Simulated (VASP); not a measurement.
Sn, 2 atoms in the cell. Symmetry: Cmcm, No. 63, orthorhombic system. Conventional cell: a = 5.296 Å, b = 3.745 Å, c = 5.296 Å, α = 90.00°, β = 90.00°, γ = 90.00°. Sn (site symmetry m2m) has 14 Sn at 3.08 to 3.76 Å within 4.1 Å.  This cell differs from its parent crystal: mode 5 (36.0 1/cm) frozen in, largest displacement +0.150 Å.

- Program: VASP 6.6.1
- Task: single point
- Functional: PBEsol
- Potentials or basis: VASP PAW PBE potentials, release 64 (Sn_d)
- Cutoff: 520 eV
- k mesh: 20 × 20 × 12
- Occupations: gaussian, width 0.15 eV
- Spin: no spin polarisation
- Dipole correction: no
- Further INCAR settings: ALGO = Fast; EDIFF = 1e-06; NBANDS = 21

Potentials or basis: VASP PAW PBE potentials, release 64 (Sn_d).

Run with:

```bash
$ cat potpaw_PBE.64/Sn_d/POTCAR > POTCAR
$ mpirun -np 1 vasp_std > vasp.out
```

Hardware: 1 thread of Oxide Virtual Turin-like Processor, on a shared host.

Problem. How long does it take, and how much memory?

Solution. Wall time 12 min on 1 thread of Oxide Virtual Turin-like Processor, on a shared host, peak memory 0.66 GiB. Counts: scf iterations 13, k points 777.
